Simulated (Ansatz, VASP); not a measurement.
# Two plane-wave programs on GaP

File INCAR:

```
  PREC = Accurate
  ENCUT = 520
  EDIFF = 1E-7
  ISMEAR = 0
  SIGMA = 0.05
  LREAL = F
  LASPH = T
  NELM = 60
  ALGO = Normal
  ISIF = 2
  LWAVE = F
  LCHARG = F
  GGA = PE
  NBANDS = 16
```

KPOINTS

```
regular mesh
0
Gamma
  10 10 10
```

POSCAR

```
GaP
1.0
    0.0000000000      2.4523549673      3.4676299237
    2.4523549673      0.0000000000      3.4676299237
    2.4523549673      2.4523549673      0.0000000000
Ga P
1 1
Direct
    0.0000000000      0.0000000000      0.0000000000
    0.7500000000      0.7500000000      0.7500000000
```

Input for Ansatz:

```yaml
crystal:
  lattice:
    - [0.0, 2.4523549673, 3.4676299237]
    - [2.4523549673, 0.0, 3.4676299237]
    - [2.4523549673, 2.4523549673, 0.0]
  atoms:
    - { symbol: Ga, position: [0.0, 0.0, 0.0] }
    - { symbol: P, position: [0.75, 0.75, 0.75] }
basis:
  ecutwfc: 420
kpoints:
  mp_grid: { grid: [10, 10, 10] }
hamiltonian:
  xc: pbe
scf:
  occupations: { method: gaussian, width: 0.05 }
output:
  forces: true
  stress: true
  eigenvalues: true
  write_density: true
  write_potential: true
  elf: true
  volumetric_format: npy
```

Alike in both runs: task single point; functional PBE; k mesh 10 × 10 × 10; occupations gaussian, width 0.05 eV; no spin polarisation.

|  | VASP | Ansatz |
| --- | --- | --- |
| version | VASP 6.6.1 | Ansatz 0.2.0 |
| potentials or method | VASP PAW PBE potentials, release 64 (Ga_d, P), cutoff 520 eV | scalar-relativistic, plane waves, PAW |
| valence electrons in the cell | 18 | 18 |

```tsv
	VASP	Ansatz	Ansatz less VASP
gap on the k mesh at the Fermi level (eV)	none	none	-
pressure (GPa)	-0.5	-0.6	-0.03
traceless stress, the component that is largest in VASP (GPa)	-18.66	-18.69	-0.034
```

A gap of «none» marks a metal or a gap that the smearing closes.
